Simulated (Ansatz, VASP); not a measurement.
**Pd2Pt: VASP beside Ansatz**

```
Pd Pt
1.0
     0.00000    3.03411    3.03411
     3.03411    0.00000    3.03411
     3.03411    3.03411    0.00000
Pd Pt
2 1
Cartesian
  1.5171 1.5171 1.5171
  4.5512 4.5512 4.5512
  0.0000 0.0000 0.0000
```

Alike in both runs: functional PBE; k mesh 14 × 14 × 14; occupations gaussian, width 0.1 eV; no spin polarisation.

Ansatz relaxed the structure, and its values are those at the end. VASP's run is a single point on that final structure, the one shown.

|  | VASP | Ansatz |
| --- | --- | --- |
| version | VASP 6.6.1 | Ansatz 0.2.0 |
| potentials or method | VASP PAW PBE potentials, release 64 (Pd, Pt), cutoff 520 eV | scalar-relativistic, plane waves, PAW |
| valence electrons in the cell | 30 | 54 |

|  | VASP | Ansatz | Ansatz less VASP |
| --- | --- | --- | --- |
| gap on the k mesh at the Fermi level (eV) | none | none | - |
| pressure (GPa) | -0.4 | 0.0 | +0.36 |

A gap of «none» marks a metal or a gap that the smearing closes. VASP's potentials hold 30 valence electrons a cell and Ansatz's 54, so a difference there can come from the potentials and not from the codes.

Neither program's run includes spin-orbit coupling.
